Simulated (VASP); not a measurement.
**Li: single point with PBEsol**

Li:

```
Li
1.0
    -1.68000    1.68000    1.82000
     1.68000   -1.68000    1.82000
     1.68000    1.68000   -1.82000
Li
1
Direct
  0.00000 0.00000 0.00000
```

This cell differs from its parent crystal: strain -0.040 along x and y, +0.040 along z.

```yaml
Program: VASP 6.6.1
Task: single point
Functional: PBEsol
Potentials_or_basis: VASP PAW PBE potentials, release 64 (Li_sv)
Cutoff: 520 eV
k_mesh: 20 × 20 × 20
Occupations: gaussian, width 0.15 eV
Spin: no spin polarisation
```

* Band gap on the k mesh: zero (an odd number of electrons rules out a gap without spin polarisation)

Levels at points of the mesh, in eV from the Fermi level:
| k point | band 1 | band 2 | band 3 | band 4 | band 5 | band 6 | band 7 |
| --- | --- | --- | --- | --- | --- | --- | --- |
| (0.00, 0.00, 0.00) | -45.95 | -3.55 | 14.26 | 14.52 | 14.52 | 18.63 | 18.63 |
| (0.50, 0.00, 0.00) | -45.93 | 0.13 | 3.07 | 10.67 | 12.23 | 14.04 | 17.21 |
| (0.50, 0.50, 0.00) | -45.93 | 0.50 | 3.53 | 9.62 | 10.79 | 12.55 | 16.49 |
| (0.50, 0.50, 0.50) | -45.91 | 4.36 | 6.07 | 6.07 | 7.06 | 8.27 | 13.62 |

Wall time 2.8 min on 1 thread of AMD EPYC 7R13, with other jobs on the host, peak memory 0.16 GiB.

Caveat: the cell differs from its parent crystal (strain -0.040 along x and y, +0.040 along z).
